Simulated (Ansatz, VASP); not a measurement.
**GaAs: VASP beside Ansatz**

The input INCAR:

```
PREC = Accurate
ENCUT = 520
EDIFF = 1E-7
ISMEAR = 0
SIGMA = 0.05
LREAL = Auto
LASPH = True
NELM = 80
ALGO = Normal
ISIF = 2
LWAVE = False
LCHARG = True
GGA = PE
LELF = True
LVHAR = True
NBANDS = 166
```

The input KPOINTS:

```
Automatic mesh
0
Gamma
  3 3 3
```

The input POSCAR:

```
GaAs
1.0
   -5.7459815093     -5.7459815093      5.7459815093
    5.7459815093      5.7459815093      5.7459815093
   -5.7459815093      5.7459815093     -5.7459815093
Ga As
16 16
Direct
    0.2500000000      0.5000000000      0.2500000000
    0.5000000000      0.5000000000      0.0000000000
    0.2500000000      0.7500000000      0.0000000000
    0.7500000000      0.5000000000      0.7500000000
    0.5000000000      0.7500000000      0.7500000000
    0.2500000000      0.0000000000      0.7500000000
    0.0000000000      0.5000000000      0.5000000000
    0.7500000000      0.7500000000      0.5000000000
    0.5000000000      0.0000000000      0.5000000000
    0.2500000000      0.2500000000      0.5000000000
    0.0000000000      0.7500000000      0.2500000000
    0.7500000000      0.0000000000      0.2500000000
    0.5000000000      0.2500000000      0.2500000000
    0.0000000000      0.0000000000      0.0000000000
    0.7500000000      0.2500000000      0.0000000000
    0.0000000000      0.2500000000      0.7500000000
    0.0000000000      0.2500000000      0.0000000000
    0.2500000000      0.2500000000      0.7500000000
    0.0000000000      0.5000000000      0.7500000000
    0.5000000000      0.2500000000      0.5000000000
    0.2500000000      0.5000000000      0.5000000000
    0.0000000000      0.7500000000      0.5000000000
    0.7500000000      0.2500000000      0.2500000000
    0.5000000000      0.5000000000      0.2500000000
    0.2500000000      0.7500000000      0.2500000000
    0.0000000000      0.0000000000      0.2500000000
    0.7500000000      0.5000000000      0.0000000000
    0.5000000000      0.7500000000      0.0000000000
    0.2500000000      0.0000000000      0.0000000000
    0.7500000000      0.7500000000      0.7500000000
    0.5000000000      0.0000000000      0.7500000000
    0.7500000000      0.0000000000      0.5000000000
```

Input for Ansatz:

```yaml
crystal:
  lattice:
    - [-5.7459815093, -5.7459815093, 5.7459815093]
    - [5.7459815093, 5.7459815093, 5.7459815093]
    - [-5.7459815093, 5.7459815093, -5.7459815093]
  atoms:
    - { symbol: Ga, position: [0.25, 0.5, 0.25] }
    - { symbol: Ga, position: [0.5, 0.5, 0.0] }
    - { symbol: Ga, position: [0.25, 0.75, 0.0] }
    - { symbol: Ga, position: [0.75, 0.5, 0.75] }
    - { symbol: Ga, position: [0.5, 0.75, 0.75] }
    - { symbol: Ga, position: [0.25, 0.0, 0.75] }
    - { symbol: Ga, position: [0.0, 0.5, 0.5] }
    - { symbol: Ga, position: [0.75, 0.75, 0.5] }
    - { symbol: Ga, position: [0.5, 0.0, 0.5] }
    - { symbol: Ga, position: [0.25, 0.25, 0.5] }
    - { symbol: Ga, position: [0.0, 0.75, 0.25] }
    - { symbol: Ga, position: [0.75, 0.0, 0.25] }
    - { symbol: Ga, position: [0.5, 0.25, 0.25] }
    - { symbol: Ga, position: [0.0, 0.0, 0.0] }
    - { symbol: Ga, position: [0.75, 0.25, 0.0] }
    - { symbol: Ga, position: [0.0, 0.25, 0.75] }
    - { symbol: As, position: [0.0, 0.25, 0.0] }
    - { symbol: As, position: [0.25, 0.25, 0.75] }
    - { symbol: As, position: [0.0, 0.5, 0.75] }
    - { symbol: As, position: [0.5, 0.25, 0.5] }
    - { symbol: As, position: [0.25, 0.5, 0.5] }
    - { symbol: As, position: [0.0, 0.75, 0.5] }
    - { symbol: As, position: [0.75, 0.25, 0.25] }
    - { symbol: As, position: [0.5, 0.5, 0.25] }
    - { symbol: As, position: [0.25, 0.75, 0.25] }
    - { symbol: As, position: [0.0, 0.0, 0.25] }
    - { symbol: As, position: [0.75, 0.5, 0.0] }
    - { symbol: As, position: [0.5, 0.75, 0.0] }
    - { symbol: As, position: [0.25, 0.0, 0.0] }
    - { symbol: As, position: [0.75, 0.75, 0.75] }
    - { symbol: As, position: [0.5, 0.0, 0.75] }
    - { symbol: As, position: [0.75, 0.0, 0.5] }
basis:
  ecutwfc: 420
  xc_grid: 2
kpoints:
  mp_grid: { grid: [3, 3, 3], shift: [0.0, 0.0, 0.0] }
hamiltonian:
  xc: pbe
scf:
  occupations: { method: gaussian, width: 0.05 }
output:
  forces: true
  stress: true
  eigenvalues: true
```

Alike in both runs: task single point; functional PBE; k mesh 3 × 3 × 3; occupations gaussian, width 0.05 eV; no spin polarisation.

|  | VASP | Ansatz |
| --- | --- | --- |
| version | VASP 6.6.1 | Ansatz 0.2.0 |
| potentials or method | VASP PAW PBE potentials, release 64 (Ga_d, As), cutoff 520 eV | scalar-relativistic, plane waves, PAW |
| valence electrons in the cell | 288 | 448 |

```csv
,VASP,Ansatz,Ansatz less VASP
gap on the k mesh at the Fermi level (eV),0.16,0.16,-0.002
least direct gap on the mesh (eV),0.16,0.16,-0.002
pressure (GPa),0.2,0.0,-0.25
```

VASP's potentials hold 288 valence electrons a cell and Ansatz's 448, so a difference there can come from the potentials and not from the codes.
